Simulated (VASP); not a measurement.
**ZnS: single point with LDA**

ZnS:

```
Zn S
1.0
     0.00000    2.73756    2.73756
     2.73756    0.00000    2.73756
     2.73756    2.73756    0.00000
Zn S
1 1
Direct
  0.25000 0.25000 0.25000
  0.00000 0.00000 0.00000
```

```json
{"Program": "VASP 6.6.1", "Task": "single point", "Functional": "LDA", "Potentials or basis": "VASP PAW LDA potentials, release 64 (Zn, S)", "Cutoff": "500 eV", "k mesh": "6 × 6 × 6", "Occupations": "gaussian, width 0.01 eV", "Spin": "no spin polarisation"}
```

```yaml
Pressure: -6.7 GPa
Band_gap_on_the_k_mesh: 1.72 eV, direct
```

Levels at points of the mesh, in eV from the valence-band top:
```
           k point  band 6  band 7  band 8  band 9  band 10  band 11  band 12  band 13
(0.00, 0.00, 0.00)   -5.91    0.00    0.00    0.00     1.72     6.27     6.27     6.27
(0.50, 0.00, 0.00)   -5.72   -5.13   -0.82   -0.82     3.03     6.80     6.80     8.47
(0.50, 0.50, 0.00)   -5.71   -4.51   -2.11   -2.11     3.27     3.90    10.45    11.50
```

It took 14 s on 1 thread of Intel(R) Xeon(R) Platinum 8488C (Sapphire Rapids), with other jobs on the host, peak memory 0.14 GiB.

A hybrid or GW would open this gap; LDA tends to underestimate it.
